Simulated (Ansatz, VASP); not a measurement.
**O in VASP and in Ansatz**

Contents of INCAR:

```
PREC = Accurate
ENCUT = 520
EDIFF = 1E-6
ISMEAR = -1
SIGMA = 0.02
LREAL = False
LASPH = True
NELM = 100
ALGO = Normal
ISIF = 2
LWAVE = False
LCHARG = False
GGA = PE
NBANDS = 13
```

KPOINTS

```
Automatic mesh
0
Gamma
  10 10 10
```

Contents of POSCAR:

```
O
1.0
    1.4327754493      0.8272132913      3.4308721810
   -1.4327754493      0.8272132913      3.4308721810
    0.0000000000     -1.6544265826      3.4308721810
O
2
Direct
    0.0577000000      0.0577000000      0.0577000000
    0.9423000000      0.9423000000      0.9423000000
```

Input for Ansatz:

```yaml
crystal:
  lattice:
    - [1.4327754493, 0.8272132913, 3.430872181]
    - [-1.4327754493, 0.8272132913, 3.430872181]
    - [0.0, -1.6544265826, 3.430872181]
  atoms:
    - { symbol: O, position: [0.0577, 0.0577, 0.0577] }
    - { symbol: O, position: [0.9423, 0.9423, 0.9423] }
kpoints:
  mp_grid: { grid: [10, 10, 10] }
scf:
  occupations: { method: fermi_dirac, width: 0.02 }
hamiltonian:
  xc: pbe
  pseudopotentials: { kind: all_electron, lapw: { basis_error: 0.0005 } }
output:
  forces: true
  stress: true
  eigenvalues: true
```

Change from the starting cell: volume scaled by 1.02.

Alike in both runs: task single point; functional PBE; k mesh 10 × 10 × 10; occupations fermi-dirac, width 0.02 eV; no spin polarisation.

|  | VASP | Ansatz |
| --- | --- | --- |
| version | VASP 6.6.1 | Ansatz 0.2.0 |
| potentials or method | VASP PAW PBE potentials, release 64 (O), cutoff 520 eV | all-electron LAPW, scalar-relativistic |

Ansatz gave:

- pressure (GPa): 3.3
- traceless stress, the component that is largest in VASP (GPa): 18.48
- rms of the force components (eV/Å): 1.136

Question: Which values does VASP return?

Answer: Pressure (GPa): 7.0; traceless stress, the component that is largest in VASP (GPa): 26.48; rms of the force components (eV/Å): 2.037.

Atom by atom the forces differ by 0.901 eV/Å (rms over components). Ansatz ran all-electron here, and VASP with PAW potentials.

Noted on VASP's run: the standard files for N, O and F lose accuracy on very short bonds; spin is off for a triplet molecule.
